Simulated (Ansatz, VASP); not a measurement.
## One calculation of C, two programs

```
CELL_PARAMETERS angstrom
1.24271 0.71748 3.38883
-1.24271 0.71748 3.38883
0.00000 -1.43496 3.38883
ATOMIC_POSITIONS crystal
C 0.17602 0.17602 0.17602
C 0.82398 0.82398 0.82398
```

Change from the starting cell: mode 4 frozen in at +0.095 Å, equal normal strain along x, y and z +0.0083.

Alike in both runs: task single point; functional PBE; dispersion D3(BJ); k mesh 15 × 15 × 15; occupations gaussian, width 0.05 eV; no spin polarisation.

```csv
,VASP,Ansatz
version,VASP 6.6.1,Ansatz 0.2.0
potentials or method,"VASP PAW PBE potentials, release 64 (C), cutoff 520 eV","scalar-relativistic, plane waves, PAW"
valence electrons in the cell,8,8
```

|  | VASP | Ansatz | Ansatz less VASP |
| --- | --- | --- | --- |
| gap on the k mesh at the Fermi level (eV) | 0.39 | 0.39 | -0.001 |
| least direct gap on the mesh (eV) | 0.39 | 0.39 | -0.001 |
| pressure (GPa) | -8.2 | -8.6 | -0.44 |
| traceless stress, the component that is largest in VASP (GPa) | 2.65 | 3.15 | +0.492 |
| rms of the force components (eV/Å) | 1.840 | 1.847 | +0.0075 |

Atom by atom the forces differ by 0.007 eV/Å (rms over components).
